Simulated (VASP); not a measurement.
Input of a VASP 6.6.1 run:

INCAR

```
ALGO = Normal
EDIFF = 1E-7
ENCUT = 520
GGA = PE
ISIF = 2
ISMEAR = -1
LASPH = True
LCHARG = False
LREAL = False
LWAVE = False
NBANDS = 28
NELM = 80
PREC = Accurate
SIGMA = 0.02
```

Contents of KPOINTS:

```
k-points
0
Gamma
  8 8 4
```

POSCAR

```
HfSiO4
1.0
    3.2856928626      0.0000000000      0.0000000000
    0.0000000000      3.2856928626      0.0000000000
    0.0000000000      0.0000000000      5.7004959659
Hf Si O
1 1 4
Direct
    0.5000000000      0.5000000000      0.5000000000
    0.0000000000      0.0000000000      0.0000000000
    0.5000000000      0.0000000000      0.6763713356
    0.0000000000      0.5000000000      0.8779573389
    0.0000000000      0.5000000000      0.3236286644
    0.5000000000      0.0000000000      0.1220426611
```

Potentials or basis: VASP PAW PBE potentials, release 64 (Hf_pv, Si, O).

Launch:

```sh
$ cat potpaw_PBE.64/Hf_pv/POTCAR potpaw_PBE.64/Si/POTCAR potpaw_PBE.64/O/POTCAR > POTCAR
$ mpirun -np 1 vasp_std > vasp.out
```

Task: Predict the pressure.

Result: 5.6 GPa.

Task: Estimate the band gap on the k mesh.

Result: 2.49 eV (least direct gap 2.72 eV).

Task: Estimate the largest force.

Result: 0.263 eV/Å.

Forces on the atoms (eV/Å):
```
Hf   0.000  0.000  0.000
Si   0.000  0.000  0.000
O    0.000  0.000  0.186
O    0.000  0.000 -0.263
O    0.000  0.000 -0.186
O    0.000  0.000  0.263
```

Caveat: the cell stands under pressure; spin-orbit coupling is left out, which moves the levels of the heavy elements. A k mesh can miss the band edges.
